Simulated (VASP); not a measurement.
A run of VASP 6.6.1:

The input INCAR:

```
PREC = Accurate
ENCUT = 410
EDIFF = 1E-6
ISMEAR = 0
SIGMA = 0.05
LREAL = Auto
LASPH = T
NELM = 200
ALGO = Normal
ISIF = 2
LWAVE = F
LCHARG = F
ISPIN = 2
MAGMOM = 0 0 0 0 0 0 0 0 0 0 0 0 0 0 0 0 0 0 0 0 0 0 0 0 0 0 0 0 0 0 0 0 0 0 0 0 0 0 0 0 0 0 0 0 0 0 0 0 0 0 0 0 0 0 0 0 0 0 0 0 0 0 0.12
LORBIT = 11
GGA = PE
NBANDS = 172
NELECT = 261.0
GGA_COMPAT = F
```

KPOINTS

```
regular mesh
0
Gamma
  1 1 1
```

The input POSCAR:

```
Si62Ge
1.0
   10.8600000000      0.0000000000      0.0000000000
    0.0000000000     10.8600000000      0.0000000000
    0.0000000000      0.0000000000     10.8600000000
Si Ge
62 1
Direct
    0.4976398711      0.0031352670      0.0006179558
    0.6227383057      0.1271054328      0.1260251381
    0.7467117864      0.2522332413      0.0006152855
    0.8742457643      0.3758161142      0.1237986188
    0.7473122468      0.0025222836      0.2506367403
    0.8747746777      0.1258881215      0.3739477901
   -0.0008812155      0.0007395948     -0.0008758748
    0.1237844383      0.1262848066      0.1235314917
    0.2508784530      0.2495982505      0.0010534991
    0.5002371087      0.4989684162      0.0010501842
    0.6235683241      0.6260809392      0.1235126151
    0.7490792818      0.7507247698     -0.0009536832
    0.8734054328      0.8763798343      0.1233186004
    0.2502848987      0.0027648250      0.2472440147
    0.3752631676      0.1270555249      0.3725429098
    0.6227872007      0.3746047882      0.3725480663
    0.7470599448      0.4995505525      0.2472331492
    0.8737737569      0.6248364641      0.3752507366
    0.5005258748      0.0027737569      0.4970010129
    0.6239346225      0.1258976980      0.6246340700
    0.7470145488      0.2492662983      0.4969527624
    0.8730123389      0.3765983425      0.6235462247
    0.7488813996      0.0009747698      0.7493708103
    0.8736603131      0.1247141805      0.8751863720
   -0.0002900552      0.5007253223     -0.0009785451
    0.1256023020      0.6242391344      0.1239076427
    0.2491111418      0.7501521179     -0.0009905157
    0.3740267956      0.8755955801      0.1237869245
   -0.0009868324      0.2509696133      0.2488672192
    0.1235326888      0.3763488950      0.3736482505
    0.2505026703      0.4993307551      0.2506971455
    0.3734953039      0.6263181400      0.3736465009
    0.4988799263      0.7508332413      0.2488582873
    0.6239508287      0.8750752302      0.3739526703
   -0.0006441068      0.0009711786      0.4989571823
    0.1251331492      0.1248045120      0.6236689687
    0.2504206262      0.2525350829      0.4966423573
    0.3738999079      0.3759509208      0.6241462247
    0.4973214549      0.4994131676      0.4966279006
    0.6250741252      0.6247009208      0.6236532228
    0.7488855433      0.7504963168      0.4989465930
    0.8741663904      0.8756790976      0.6242309392
    0.2491201657      0.0011080110      0.7494000921
    0.3737523941      0.1265123389      0.8740578269
    0.4988473297      0.2509928177      0.7489762431
    0.6233141805      0.3760858195      0.8740460405
    0.7487390424      0.5007191529      0.7493845304
    0.8746080110      0.6255566298      0.8742652855
   -0.0009607735      0.7507641805      0.2481433702
    0.1249480663      0.8760668508      0.3752065378
   -0.0010340700      0.5006274401      0.4992693370
    0.1242453039      0.6255901473      0.6246103131
    0.2491570902      0.7508674033      0.4992180479
    0.3731784530      0.8767940147      0.6235269797
   -0.0010609576      0.2514967772      0.7489331492
    0.1256145488      0.3758401473      0.8756336096
    0.2490727440      0.5007663904      0.7496829650
    0.3739929098      0.6242454880      0.8756034991
    0.4983426335      0.7508972376      0.7489006446
    0.6251058011      0.8761874770      0.8751511971
   -0.0010292818      0.7508837937      0.7489325046
    0.1242658379      0.8752581952      0.8742760589
    0.3902411602      0.3596405157      0.1411242173
```

Potentials or basis: VASP PAW PBE potentials, release 64 (Si, Ge_d).

Run with:

```bash
$ cat potpaw_PBE.64/Si/POTCAR potpaw_PBE.64/Ge_d/POTCAR > POTCAR
$ mpirun -np 1 vasp_gam > vasp.out
```

Hardware: 1 thread of Intel(R) Xeon(R) Platinum 8259CL CPU @ 2.50GHz (Skylake/Cascade Lake), on a shared host.

Question: How long does it take, and how much memory?

Answer: Run time: 7.3 min on 1 thread of Intel(R) Xeon(R) Platinum 8259CL CPU @ 2.50GHz (Skylake/Cascade Lake), on a shared host, peak memory 1.1 GiB. Counts: scf iterations 17, k points 1.
